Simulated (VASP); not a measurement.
# Zn (Im-3m) in VASP: further runs

Zn is run at these levels: PBEsol; tasks: single point.

Everything below comes from runs of VASP 6.6.1. Logs are shortened: lines on timing, memory, paths and dates and some standing lists are left out, and cuts for length are marked.

## (1) The cell of the first run

The structure is cubic, space group Im-3m (No. 229). Conventional cell: a = 3.004 Å, b = 3.004 Å, c = 3.004 Å, α = 90.00°, β = 90.00°, γ = 90.00°. Zn (site symmetry m-3m) has 14 Zn at 2.60 to 3.00 Å within 3.4 Å.

## (2) Single point, PBEsol

The input, INCAR:

```
SYSTEM = Zn
  PREC = Accurate
  ENCUT = 520
  EDIFF = 1E-7
  ISMEAR = -1
  SIGMA = 0.05
  LREAL = .False.
  LASPH = .True.
  NELM = 60
  ALGO = Fast
  ISIF = 2
  LWAVE = .False.
  LCHARG = .True.
  GGA = PS
  LELF = .True.
  LVHAR = .True.
  NBANDS = 12
```

The input, KPOINTS:

```
regular mesh
0
Gamma
  12 12 12
  0 0 0
```

The input, POSCAR:

```
Zn
1.0
   -1.5019652456      1.5019652456      1.5019652456
    1.5019652456     -1.5019652456      1.5019652456
    1.5019652456      1.5019652456     -1.5019652456
Zn
1
Direct
    0.0000000000      0.0000000000      0.0000000000
```

Potentials or basis: VASP PAW PBE potentials, release 64 (Zn).

Started as:

```console
cat potpaw_PBE.64/Zn/POTCAR > POTCAR
mpirun -np 1 vasp_std > vasp.out
```

OUTCAR:

```text
SYSTEM = Zn
   PREC = Accurate
   ENCUT = 520
   EDIFF = 1E-7
   ISMEAR = -1
   LREAL = .False.
   LASPH = .True.
   NELM = 60
   ISIF = 2
   GGA = PS

 ion  position               nearest neighbor table
   1  0.000  0.000  0.000-

  LATTYP: Found a body centered cubic cell.
 ALAT       =     3.0039304912

  Lattice vectors:

 A1 = (  -1.5019652456,   1.5019652456,   1.5019652456)
 A2 = (   1.5019652456,  -1.5019652456,   1.5019652456)
 A3 = (   1.5019652456,   1.5019652456,  -1.5019652456)

Analysis of symmetry for initial positions (statically):
=====================================================================
 Subroutine PRICEL returns:
 Original cell was already a primitive cell.

 Routine SETGRP: Setting up the symmetry group for a
 body centered cubic supercell.

 Subroutine GETGRP returns: Found 48 space group operations
 (whereof 48 operations were pure point group operations)
 out of a pool of 48 trial point group operations.

The static configuration has the point symmetry O_h .

Analysis of symmetry for dynamics (positions and initial velocities):
=====================================================================
 Subroutine PRICEL returns:
 Original cell was already a primitive cell.

 Routine SETGRP: Setting up the symmetry group for a
 body centered cubic supercell.

 Subroutine GETGRP returns: Found 48 space group operations
 (whereof 48 operations were pure point group operations)
 out of a pool of 48 trial point group operations.

The dynamic configuration has the point symmetry O_h .

 Subroutine INISYM returns: Found 48 space group operations
 (whereof 48 operations are pure point group operations),
 and found     1 'primitive' translations

----------------------------------------------------------------------------------------

                                     Primitive cell

  volume of cell :      13.5531

  direct lattice vectors                    reciprocal lattice vectors
    -1.501965246  1.501965246  1.501965246     0.000000000  0.332897184  0.332897184
     1.501965246 -1.501965246  1.501965246     0.332897184  0.000000000  0.332897184
     1.501965246  1.501965246 -1.501965246     0.332897184  0.332897184  0.000000000

  length of vectors
     2.601480117  2.601480117  2.601480117     0.470787712  0.470787712  0.470787712

[... 76 lines left out ...]
   ENCUT  =  520.0 eV  38.22 Ry    6.18 a.u.   4.84  4.84  4.84*2*pi/ulx,y,z
   NELM   =     60;   NELMIN=  2; NELMDL= -5     # of ELM steps
   EDIFF  = 0.1E-06   stopping-criterion for ELM
   LREAL  =      F    real-space projection
   EDIFFG = 0.1E-05   stopping-criterion for IOM
   NSW    =      0    number of steps for IOM
   IBRION =     -1    ionic relax: 0-MD 1-quasi-New 2-CG
   NFREE  =      0    steps in history (QN), initial steepest desc. (CG)
   ISIF   =      2    stress and relaxation
   ISYM   =      2    0-nonsym 1-usesym 2-fastsym
   POTIM  = 0.5000    time-step for ionic-motion
   TEBEG  =    0.0;   TEEND  =   0.0 temperature during run
   PSTRESS=    0.0 pullay stress
   NELECT =      12.0000    total number of electrons
   NUPDOWN=      -1.0000    fix difference up-down
   EMIN   =  10.00;   EMAX   =-10.00  energy-range for DOS
   EFERMI =   0.00;   METHOD = LEGACY
   ISMEAR =    -1;   SIGMA  =   0.05  broadening in eV -4-tet -1-fermi 0-gaus
   EFERMI_NEDOS =   21; number of points for ismear=-14 and -15
   IALGO  =     68    algorithm
   IMIX   =      4    mixing-type and parameters
     AMIX     =   0.40;   BMIX     =  1.00
     AMIX_MAG =   1.60;   BMIX_MAG =  1.00
  volume/ion in A,a.u.               =      13.55        91.46
  Fermi-wavevector in a.u.,A,eV,Ry     =   1.572010  2.970669 33.622937  2.471216
  Thomas-Fermi vector in A             =   2.673509
   LORBIT       =      0    0 simple, 1 ext, 2 COOP (PROOUT), +10 PAW based schemes
   GGA     = PS    functional components
   LHFCALC =     F    Hartree Fock is set to
   AEXX    =    0.0000 exact exchange contribution
   IVDW    =     0    specifies the selected vdW correction
   LEPSILON=     F    determine dielectric tensor
   LRPA    =     F    only Hartree local field effects (RPA)
 non-spin polarized calculation
 RMM-DIIS sequential band-by-band and
  energy-cutoff  :      520.00
  volume of cell :       13.55
 maximum number of plane-waves:       373
   NGX =  9   NGY =  9   NGZ =  9

 number of electron      11.9999993 magnetization

 Free energy of the ion-electron system (eV)
  ---------------------------------------------------
  ext. energy  EPLUGINS =         0.00000000
  ---------------------------------------------------
  free energy    TOTEN  =        -1.47569971 eV

  energy without entropy =       -1.47252306  energy(sigma->0) =       -1.47411139

 E-fermi :   4.0193     XC(G=0): -12.3346

 val. band max:        3.7864979371   @ k =   0.3333   0.2500   0.0833
 cond. band min:       4.0308685579   @ k =   0.4167   0.0833   0.0000
 fundamental gap:      0.2443706208
 Fermi energy:         4.0192876020

 k-point     1 :       0.0000    0.0000    0.0000
  band No.  band energies     occupation
      1      -7.5525      2.00000
      2      -4.2226      2.00000
      3      -4.2226      2.00000
      4      -4.2226      2.00000
      5      -3.5911      2.00000
      6      -3.5911      2.00000
      7      25.1216      0.00000
      8      25.1216      0.00000
      9      25.1216      0.00000
     10      25.8072      0.00000
     11      25.8072      0.00000
     12      25.8072      0.00000
[... 331 lines left out ...]
 k-point    24 :       0.4167    0.0833    0.0833
  band No.  band energies     occupation
      1      -4.9255      2.00000
      2      -4.6112      2.00000
      3      -3.6019      2.00000
      4      -3.5435      2.00000
      5      -3.5020      2.00000
      6       1.5082      2.00000
      7       3.4466      1.99998
      8      13.3090      0.00000
      9      13.7847      0.00000
     10      24.7959      0.00000
     11      26.1074      0.00000
     12      34.0854      0.00000

 [... further k-points ...]
[... 5 lines left out ...]
  --------------------------------------------------------------------------------------
  -------------------------------------------------------------------------------------
  Total        0.4638787      0.4638787      0.4638787      0.0000000      0.0000000     -0.0000000
  in kB       54.8372084     54.8372084     54.8372084      0.0000000      0.0000000     -0.0000000
  external PRESSURE =      54.8372084 kB  Pullay stress =       0.0000000 kB

 VOLUME and BASIS-vectors are now :
 -----------------------------------------------------------------------------
  energy-cutoff  :      520.00
  volume of cell :       13.55
      direct lattice vectors                 reciprocal lattice vectors
    -1.501965246  1.501965246  1.501965246     0.000000000  0.332897184  0.332897184
     1.501965246 -1.501965246  1.501965246     0.332897184  0.000000000  0.332897184
     1.501965246  1.501965246 -1.501965246     0.332897184  0.332897184  0.000000000

 POSITION                                       TOTAL-FORCE (eV/Angst)
 -----------------------------------------------------------------------------------
      0.00000      0.00000      0.00000         0.000000      0.000000      0.000000
 -----------------------------------------------------------------------------------
    total drift:                                0.000000      0.000000      0.000000

  FREE ENERGIE OF THE ION-ELECTRON SYSTEM (eV)
  ---------------------------------------------------
  free  energy   TOTEN  =        -1.4756997066 eV

  energy  without entropy=       -1.4725230635  energy(sigma->0) =       -1.47411139
```

Wall time 7.2 s (1 thread of Intel Xeon Platinum 8375C at 2.90GHz (Ice Lake), shared host); peak memory 0.12 GiB.

Results:

- Free energy: -1.4757 eV
- Pressure: 5.5 GPa
- Band gap on the k mesh: zero (band 6 reaches 8.30 eV, above the bottom of band 7 at 3.17 eV)

Caveat: the PAW data sets were made with another functional, which shifts forces and pressure a little.

## (3) Single point, PBEsol

This run uses another cell than the first one, of 13.00 Å³/atom, 0.959 times its volume.

The input, INCAR:

```
SYSTEM = Zn
  ALGO = Fast
  EDIFF = 1E-6
  ENCUT = 520
  GGA = PS
  ISIF = 2
  ISMEAR = -1
  LASPH = .True.
  LCHARG = .False.
  LREAL = .False.
  LWAVE = .False.
  NBANDS = 12
  NELM = 80
  PREC = Accurate
  SIGMA = 0.05
```

The input, KPOINTS:

```
k-points
0
Gamma
  12 12 12
  0 0 0
```

The input, POSCAR:

```
Zn
1.0
   -1.4811696704      1.4811696704      1.4811696704
    1.4811696704     -1.4811696704      1.4811696704
    1.4811696704      1.4811696704     -1.4811696704
Zn
1
Direct
    0.0000000000      0.0000000000      0.0000000000
```

Potentials or basis: VASP PAW PBE potentials, release 64 (Zn).

Started as:

```console
cat potpaw_PBE.64/Zn/POTCAR > POTCAR
mpirun -np 1 vasp_std > vasp.out
```

Run time: 6.3 s. Hardware: 1 thread of Intel Xeon Platinum 8375C at 2.90GHz (Ice Lake), shared host; peak memory 0.13 GiB.

It converged, with:

```
Free energy            : -1.4482 eV
Pressure               : 10.6 GPa
Band gap on the k mesh : zero (band 6 reaches 8.73 eV, above the bottom of band 7 at 3.61 eV)
```

Levels at points of the mesh, in eV from the Fermi level:
| k point | band 2 | band 3 | band 4 | band 5 | band 6 | band 7 | band 8 | band 9 | band 10 | band 11 |
| --- | --- | --- | --- | --- | --- | --- | --- | --- | --- | --- |
| (0.00, 0.00, 0.00) | -8.46 | -8.46 | -8.46 | -7.78 | -7.78 | 21.82 | 21.82 | 21.82 | 22.11 | 22.11 |
| (0.50, 0.00, 0.00) | -8.88 | -7.81 | -7.73 | -7.32 | -3.59 | -0.82 | 12.59 | 13.69 | 16.61 | 18.79 |
| (0.50, 0.50, 0.50) | -9.26 | -7.43 | -7.43 | -7.43 | 4.30 | 4.30 | 4.30 | 9.08 | 9.08 | 9.47 |

Caveat: the PAW data sets were made with another functional, which shifts forces and pressure a little.

## (4) Single point, PBEsol

This run uses another cell than the first one, of 14.27 Å³/atom, 1.053 times its volume.

The input, INCAR:

```
PREC = Accurate ; ENCUT = 520
EDIFF = 1E-6 ; ISMEAR = -1
SIGMA = 0.05 ; LREAL = F
LASPH = T ; NELM = 80
ALGO = Normal ; ISIF = 2
LWAVE = F ; LCHARG = F
GGA = PS ; NBANDS = 12
```

The input, KPOINTS:

```
regular mesh
0
Gamma
  12 12 12
```

The input, POSCAR:

```
Zn
1.0
   -1.5278442198      1.5278442198      1.5278442198
    1.5278442198     -1.5278442198      1.5278442198
    1.5278442198      1.5278442198     -1.5278442198
Zn
1
Direct
    0.0000000000      0.0000000000      0.0000000000
```

Started as:

```console
cat potpaw_PBE.64/Zn/POTCAR > POTCAR
mpirun -np 1 vasp_std > vasp.out
```

It took 5.6 s on 1 thread of Intel Xeon Platinum 8375C at 2.90GHz (Ice Lake), shared host; peak memory 0.12 GiB.

Results (log left out):

```yaml
Free_energy: -1.4880 eV
Pressure: 0.5 GPa
Band_gap_on_the_k_mesh: zero (band 6 reaches 7.80 eV, above the bottom of band 7 at 2.65 eV)
```

Levels at points of the mesh, in eV from the Fermi level:
| k point | band 2 | band 3 | band 4 | band 5 | band 6 | band 7 | band 8 | band 9 | band 10 | band 11 |
| --- | --- | --- | --- | --- | --- | --- | --- | --- | --- | --- |
| (0.00, 0.00, 0.00) | -7.99 | -7.99 | -7.99 | -7.42 | -7.42 | 20.26 | 20.26 | 20.26 | 21.40 | 21.40 |
| (0.50, 0.00, 0.00) | -8.35 | -7.45 | -7.38 | -7.03 | -3.03 | -0.88 | 11.89 | 13.17 | 15.90 | 17.67 |
| (0.50, 0.50, 0.50) | -8.65 | -7.12 | -7.12 | -7.12 | 4.27 | 4.27 | 4.27 | 8.37 | 8.83 | 8.83 |

Caveat: the PAW data sets were made with another functional, which shifts forces and pressure a little.

## (5) Single point, PBEsol

This run uses another cell than the first one, of 13.95 Å³/atom, 1.029 times its volume.

The input, INCAR:

```
PREC     = Accurate       # precision mode
ENCUT    = 520            # plane-wave cutoff, eV
EDIFF    = 1E-6           # SCF threshold, eV
ISMEAR   = -1             # smearing method
SIGMA    = 0.05           # smearing width, eV
LREAL    = False          # projectors in reciprocal space
LASPH    = True           # aspherical terms in the spheres
NELM     = 60             # most SCF steps
ALGO     = Normal         # electronic algorithm
ISIF     = 2              # what is computed and relaxed
LWAVE    = False          # write WAVECAR
LCHARG   = True           # write CHGCAR
GGA      = PS             # functional
LELF     = True           # ELF
LVHAR    = True         
NBANDS   = 12             # bands
```

The input, KPOINTS:

```
Automatic mesh
0
Gamma
  12 12 12
```

The input, POSCAR:

```
Zn
1.0
   -1.5163193179      1.5163193179      1.5163193179
    1.5163193179     -1.5163193179      1.5163193179
    1.5163193179      1.5163193179     -1.5163193179
Zn
1
Direct
    0.0000000000      0.0000000000      0.0000000000
```

Started as:

```console
cat potpaw_PBE.64/Zn/POTCAR > POTCAR
mpirun -np 1 vasp_std > vasp.out
```

It took 6.2 s on 1 thread of Intel Xeon Platinum 8375C at 2.90GHz (Ice Lake), shared host; peak memory 0.12 GiB.

The run converged. Its results:

```
Free energy            : -1.4853 eV
Pressure               : 2.4 GPa
Band gap on the k mesh : zero (band 6 reaches 8.02 eV, above the bottom of band 7 at 2.88 eV)
```

Levels at points of the mesh, in eV from the Fermi level:
| k point | band 4 | band 5 | band 6 | band 7 | band 8 | band 9 |
| --- | --- | --- | --- | --- | --- | --- |
| (0.00, 0.00, 0.00) | -8.10 | -7.50 | -7.50 | 20.63 | 20.63 | 20.63 |
| (0.50, 0.00, 0.00) | -7.46 | -7.10 | -3.16 | -0.87 | 12.06 | 13.30 |
| (0.50, 0.50, 0.50) | -7.19 | -7.19 | 4.28 | 4.28 | 4.28 | 8.63 |

Caveat: the PAW data sets were made with another functional, which shifts forces and pressure a little.

## (6) The runs side by side

| cell | gap on the mesh (eV) | pressure (GPa) |
| --- | --- | --- |
| a = 2.601 Å, angles 109.5°, 1 atom | none | 5.5 |
| a = 2.565 Å, angles 109.5°, 1 atom | none | 10.6 |
| a = 2.646 Å, angles 109.5°, 1 atom | none | 0.5 |
| a = 2.626 Å, angles 109.5°, 1 atom | none | 2.4 |

Alike in all rows: task single point; level PBEsol; potentials or basis VASP PAW PBE potentials, release 64 (Zn); no spin polarisation; k mesh 12 × 12 × 12; cutoff (eV) 520; smearing fermi-dirac 0.05 eV.

Caveats: the PAW data sets were made with another functional, which shifts forces and pressure a little.

Total energies depend on the potentials used, so only differences within one code and one set of settings carry meaning.
